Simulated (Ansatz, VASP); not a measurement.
**One calculation of Ti3Al5, two programs**

```
CELL_PARAMETERS angstrom
3.89829 0.00000 0.00000
0.00000 3.89829 0.00000
0.00000 0.00000 8.32493
ATOMIC_POSITIONS crystal
Ti 0.00000 0.00000 0.49712
Ti 0.50000 0.50000 0.97631
Ti 0.50000 0.50000 0.53153
Al 0.00000 0.50000 0.24823
Al 0.00000 0.50000 0.74557
Al 0.50000 0.00000 0.24823
Al 0.50000 0.00000 0.74557
Al 0.00000 0.00000 0.00360
```

Change from the starting cell: mode 4 (130.2 1/cm) frozen in, largest displacement +0.263 Å.

Alike in both runs: task single point; functional r2SCAN; k mesh 10 × 10 × 6; occupations gaussian, width 0.15 eV; no spin polarisation.

|  | VASP | Ansatz |
| --- | --- | --- |
| version | VASP 6.6.1 | Ansatz 0.2.0 |
| potentials or method | VASP PAW PBE potentials, release 64 (Ti_sv, Al), cutoff 520 eV | scalar-relativistic, plane waves, PAW |
| valence electrons in the cell | 51 | 51 |

```tsv
	VASP	Ansatz	Ansatz less VASP
gap on the k mesh at the Fermi level (eV)	none	none	-
pressure (GPa)	1.0	1.0	-0.02
traceless stress, the component that is largest in VASP (GPa)	0.08	0.08	+0.003
rms of the force components (eV/Å)	0.414	0.411	-0.0028
```

VASP's potentials were made for PBE, not for r2SCAN. Atom by atom the forces differ by 0.006 eV/Å (rms over components). A gap of «none» marks a metal or a gap that the smearing closes.
